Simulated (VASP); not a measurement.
Wanted: the native input for a VASP 6.6.1 run.

| Item | Value |
| --- | --- |
| Task | relaxation of cell and atoms |
| Functional | PBE |
| Potentials or basis | VASP PAW PBE potentials, release 64 (Cr_pv, Sb, C) |
| Cutoff | 600 eV |
| k mesh | 4 × 4 × 4 |
| Occupations | gaussian, width 0.1 eV |
| Spin | no spin polarisation |
| Dipole correction | no |
| Further INCAR settings | ALGO = Normal; EDIFF = 1e-06; IBRION = 2; EDIFFG = -0.04; NSW = 90; ISIF = 3 |

The structure of CrSbC3 lies in POSCAR:

```
CrSbC3
1.0
    3.7535285551      0.0000000000      0.0000000000
    0.0000000000      3.7535285551      0.0000000000
    0.0000000000      0.0000000000      3.8005652538
Cr Sb C
1 1 3
Direct
    0.5000000000      0.5000000000      0.5150000000
    0.0000000000      0.0000000000      0.0000000000
    0.5000000000      0.5000000000      0.9750000000
    0.0000000000      0.5000000000      0.4850000000
    0.5000000000      0.0000000000      0.4850000000
```

One way to write it, as run:

INCAR

```
PREC = Accurate
ENCUT = 600
EDIFF = 1E-6
ISMEAR = 0
SIGMA = 0.1
LREAL = False
LASPH = True
NELM = 100
ALGO = Normal
ISIF = 3
LWAVE = False
LCHARG = False
GGA = PE
IBRION = 2
NSW = 90
EDIFFG = -0.04
```

KPOINTS

```
Automatic mesh
0
Gamma
  4 4 4
```

Potentials or basis: VASP PAW PBE potentials, release 64 (Cr_pv, Sb, C).

The run is started by

```sh
$ cat potpaw_PBE.64/Cr_pv/POTCAR potpaw_PBE.64/Sb/POTCAR potpaw_PBE.64/C/POTCAR > POTCAR
$ mpirun -np 1 vasp_std > vasp.out
```

Results of the run:

```yaml
Relaxed_volume: 11.97 Å³/atom
Relaxed_cell: a = 3.891 Å, b = 3.891 Å, c = 3.953 Å, α = 90.00°, β = 90.00°, γ = 90.00°
Space_group_after_relaxing_to_0.1_Å: P4mm (No. 99)
Energy_gained_by_relaxing: 103.9 meV/atom
Ionic_steps: 9
Pressure_after_relaxing: -0.2 GPa
Largest_force_after_relaxing: 0.032 eV/Å
Band_gap_on_the_k_mesh: zero (an odd number of electrons rules out a gap without spin polarisation)
```

Caveat: the k points lie up to 0.40 Å⁻¹ apart in the final cell, too coarse for converged energies and pressures of a metal; spin-orbit coupling is left out, which moves the levels of the heavy elements; the run has no spin polarisation, though such a crystal can be magnetic.

Wall time 2 min on 1 thread of Intel(R) Xeon(R) Platinum 8559C (Emerald Rapids), on a shared host, peak memory 0.18 GiB.
